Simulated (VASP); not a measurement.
A run of VASP 6.6.1:

File INCAR:

```
SYSTEM = Se
  PREC = Accurate
  ENCUT = 600
  EDIFF = 1E-7
  ISMEAR = 0
  SIGMA = 0.02
  LREAL = .False.
  LASPH = .True.
  NELM = 100
  ALGO = Normal
  ISIF = 3
  LWAVE = .False.
  LCHARG = .False.
  GGA = PE
  IVDW = 12
  IBRION = 2
  NSW = 100
  EDIFFG = -0.005
```

Contents of KPOINTS:

```
regular mesh
0
Gamma
  12 12 8
  0 0 0
```

POSCAR

```
Se
1.0
    4.0755345057      0.0000000000      0.0000000000
   -2.0377672528      3.5295164159      0.0000000000
    0.0000000000      0.0000000000      5.1213118242
Se
3
Direct
    0.2464234806      0.0000000000      0.1666666667
    0.0000000000      0.2464234806      0.8333333333
    0.7535765194      0.7535765194      0.5000000000
```

Potentials or basis: VASP PAW PBE potentials, release 64 (Se).

Launch:

```sh
$ cat potpaw_PBE.64/Se/POTCAR > POTCAR
$ mpirun -np 1 vasp_std > vasp.out
```

Hardware: 1 thread of AMD EPYC 9R45 96-Core Processor (Zen 5), with other jobs on the host.

How long does it take, and how much memory?

It took 4.8 min on 1 thread of AMD EPYC 9R45 96-Core Processor (Zen 5), with other jobs on the host, peak memory 0.3 GiB. Counts: scf iterations 51, k points 131, ion steps 8.
